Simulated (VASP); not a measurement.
## HfTe2W2: relaxation of cell and atoms with PBE

The system is HfTe2W2.

```
Hf Te W
1.0
     4.12772    0.00000    0.00000
     0.00000    4.12772    0.00000
     0.00000    0.00000    8.39463
Hf Te W
1 2 2
Direct
  0.50000 0.50000 0.63156
  0.50000 0.00000 0.51408
  0.00000 0.50000 0.51408
  0.50000 0.00000 0.10091
  0.00000 0.50000 0.10091
```

```yaml
Program: VASP 6.6.1
Task: relaxation of cell and atoms
Functional: PBE
Potentials_or_basis: VASP PAW PBE potentials, release 64 (Hf_pv, Te, W_sv)
Cutoff: 600 eV
k_mesh: 4 × 4 × 2
Occupations: gaussian, width 0.1 eV
Spin: no spin polarisation
Dipole_correction: no
Further_INCAR_settings: ALGO = Fast; EDIFF = 1e-07; IBRION = 2; EDIFFG = -0.04; NSW = 90; ISIF = 3
```

```yaml
Relaxed_volume: 23.82 Å³/atom
Relaxed_cell: a = 4.080 Å, b = 4.080 Å, c = 7.155 Å, α = 90.00°, β = 90.00°, γ = 90.00°
Space_group_after_relaxing_to_0.05_Å: P4mm (No. 99)
Energy_gained_by_relaxing: 2429.2 meV/atom
Ionic_steps: 23
Pressure_after_relaxing: -0.1 GPa
Largest_force_after_relaxing: 0.022 eV/Å
Band_gap_on_the_k_mesh: zero (band 25 reaches 9.05 eV, above the bottom of band 26 at 7.06 eV)
```

Forces in eV/Å, atoms in the order of the input:
```
Hf   0.000  0.000 -0.021
Te   0.000  0.000 -0.011
Te   0.000  0.000 -0.011
W    0.000  0.000  0.022
W    0.000  0.000  0.022
```

Stress tensor (GPa, compression positive):
```
 0.00  0.00  0.00
 0.00  0.00  0.00
 0.00  0.00 -0.25
```

The path:
```csv
step,energy change (eV),largest force (eV/Å),pressure (GPa),volume (Å³)
1,0.0000,16.1508,23.24,143.03
2,0.6610,0.3894,-14.23,244.34
3,-5.1854,2.8026,-9.85,178.07
4,-5.2511,3.5300,-8.54,174.78
5,-5.2596,4.1329,-7.44,172.33
6,-7.9611,4.6150,-8.13,146.98
7,-2.6216,13.2183,90.58,85.91
8,-8.4137,7.1773,-1.45,133.18
9,-9.9589,5.6761,16.77,107.85
10,-10.4427,3.6316,17.96,105.92
11,-10.4668,3.8942,19.14,105.36
12,-11.4275,2.3451,7.46,111.98
13,-11.8658,1.4447,-2.60,121.16
14,-11.8714,1.4318,-3.36,122.09
15,-11.9789,1.2021,-2.41,121.08
16,-12.1330,0.2381,1.12,118.06
17,-12.1404,0.1649,0.33,118.90
18,-12.1419,0.1832,-0.23,119.51
19,-12.1433,0.1591,-0.14,119.39
20,-12.1450,0.1062,0.02,119.12
21,-12.1434,0.0956,0.38,118.57
22,-12.1453,0.0771,0.11,118.97
23,-12.1458,0.0216,-0.08,119.11
```

Final structure:
```cif
data_structure
_symmetry_space_group_name_H-M 'P 1'
_symmetry_Int_Tables_number 1
_cell_length_a 4.0800
_cell_length_b 4.0800
_cell_length_c 7.1551
_cell_angle_alpha 90.000
_cell_angle_beta 90.000
_cell_angle_gamma 90.000
_cell_volume 119.11
loop_
_atom_site_label
_atom_site_type_symbol
_atom_site_fract_x
_atom_site_fract_y
_atom_site_fract_z
_atom_site_occupancy
Hf1 Hf 0.50000 0.50000 0.78916 1
Te1 Te 0.50000 0.00000 0.46500 1
Te2 Te 0.00000 0.50000 0.46500 1
W1 W 0.50000 0.00000 0.07118 1
W2 W 0.00000 0.50000 0.07118 1
```

Levels at points of the mesh, in eV from the Fermi level:
| k point | band 21 | band 22 | band 23 | band 24 | band 25 | band 26 | band 27 | band 28 | band 29 | band 30 |
| --- | --- | --- | --- | --- | --- | --- | --- | --- | --- | --- |
| (0.00, 0.00, 0.00) | -1.90 | -1.44 | -1.44 | -0.74 | 0.70 | 0.70 | 0.96 | 2.37 | 2.37 | 2.67 |
| (0.50, 0.00, 0.00) | -2.18 | -0.99 | -0.89 | -0.84 | -0.68 | -0.67 | 0.02 | 0.06 | 0.38 | 0.59 |
| (0.50, 0.50, 0.00) | -2.67 | -0.09 | -0.09 | 0.19 | 0.35 | 0.89 | 0.89 | 1.21 | 2.27 | 3.16 |
| (0.00, 0.00, 0.50) | -1.82 | -1.82 | -1.82 | 0.65 | 1.32 | 1.42 | 1.42 | 2.10 | 2.10 | 2.63 |
| (0.50, 0.00, 0.50) | -2.27 | -1.32 | -1.20 | -0.72 | -0.65 | -0.21 | 0.06 | 0.38 | 0.73 | 0.97 |
| (0.50, 0.50, 0.50) | -2.18 | -1.15 | -0.82 | -0.07 | -0.07 | 1.06 | 1.22 | 1.22 | 2.29 | 2.85 |

Wall time 24 min on 1 thread of Intel(R) Xeon(R) 6975P-C (Granite Rapids) (shared host), peak memory 0.39 GiB.

Caveat: the k points lie up to 0.44 Å⁻¹ apart in the final cell; the volume moved by over 15 % at a fixed basis, so the end points are rough; spin-orbit coupling is left out, which moves the levels of the heavy elements.
